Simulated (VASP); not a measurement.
Wanted: the native input for a VASP 6.6.1 run.

```yaml
Task: single point
Functional: PBE
Potentials_or_basis: VASP PAW PBE potentials, release 64 (Rb_sv, Cd)
Cutoff: 520 eV
k_mesh: 10 × 10 × 10
Occupations: gaussian, width 0.1 eV
Spin: no spin polarisation
Dipole_correction: no
Further_INCAR_settings: ALGO = Fast; EDIFF = 1e-06; NBANDS = 29
```

The structure of RbCd lies in POSCAR:

```
RbCd
1.0
    0.0000000000      4.4030273185      4.4030273185
    4.4030273185      0.0000000000      4.4030273185
    4.4030273185      4.4030273185      0.0000000000
Rb Cd
2 2
Direct
    0.5000000000      0.5000000000      0.5000000000
    0.7500000000      0.7500000000      0.7500000000
    0.0000000000      0.0000000000      0.0000000000
    0.2500000000      0.2500000000      0.2500000000
```

The input as run:

INCAR

```
SYSTEM = RbCd
  ALGO = Fast
  EDIFF = 1E-6
  ENCUT = 520
  GGA = PE
  ISIF = 2
  ISMEAR = 0
  LASPH = .TRUE.
  LCHARG = .FALSE.
  LREAL = .FALSE.
  LWAVE = .FALSE.
  NBANDS = 29
  NELM = 60
  PREC = Accurate
  SIGMA = 0.1
```

KPOINTS

```
k-points
0
G
  10 10 10
  0 0 0
```

Potentials or basis: VASP PAW PBE potentials, release 64 (Rb_sv, Cd).

Launch:

```console
$ cat potpaw_PBE.64/Rb_sv/POTCAR potpaw_PBE.64/Cd/POTCAR > POTCAR
$ mpirun -np 1 vasp_std > vasp.out
```

It gave:

* Pressure: 0.0 GPa
* Band gap on the k mesh: zero (bands 21 and 22 overlap by 1.34 eV)

Run time: 2.2 min on 1 thread of Intel(R) Xeon(R) 6975P-C (Granite Rapids), on a shared host, peak memory 0.44 GiB.
